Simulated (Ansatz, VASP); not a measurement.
# Two plane-wave programs on As

```
CELL_PARAMETERS angstrom
1.79429 1.03594 5.08034
-1.79429 1.03594 5.08034
0.00000 -2.07187 5.08034
ATOMIC_POSITIONS crystal
As 0.78856 0.78856 0.78856
As 0.21144 0.21144 0.21144
```

Alike in both runs: functional r2SCAN; k mesh 15 × 15 × 15; occupations gaussian, width 0.1 eV; no spin polarisation.

Ansatz relaxed the structure, and its values are those at the end. VASP's run is a single point on that final structure, the one shown.

|  | VASP | Ansatz |
| --- | --- | --- |
| version | VASP 6.6.1 | Ansatz 0.2.0 |
| potentials or method | VASP PAW PBE potentials, release 64 (As), cutoff 520 eV | scalar-relativistic, plane waves, PAW |
| valence electrons in the cell | 10 | 30 |

|  | VASP | Ansatz | Ansatz less VASP |
| --- | --- | --- | --- |
| gap on the k mesh at the Fermi level (eV) | 0.60 | 0.62 | +0.023 |
| least direct gap on the mesh (eV) | 1.27 | 1.32 | +0.046 |
| pressure (GPa) | 0.1 | 0.0 | -0.13 |
| rms of the force components (eV/Å) | 0.038 | 0.002 | -0.0357 |

VASP's potentials were made for PBE, not for r2SCAN. VASP's potentials hold 10 valence electrons a cell and Ansatz's 30, so a difference there can come from the potentials and not from the codes.
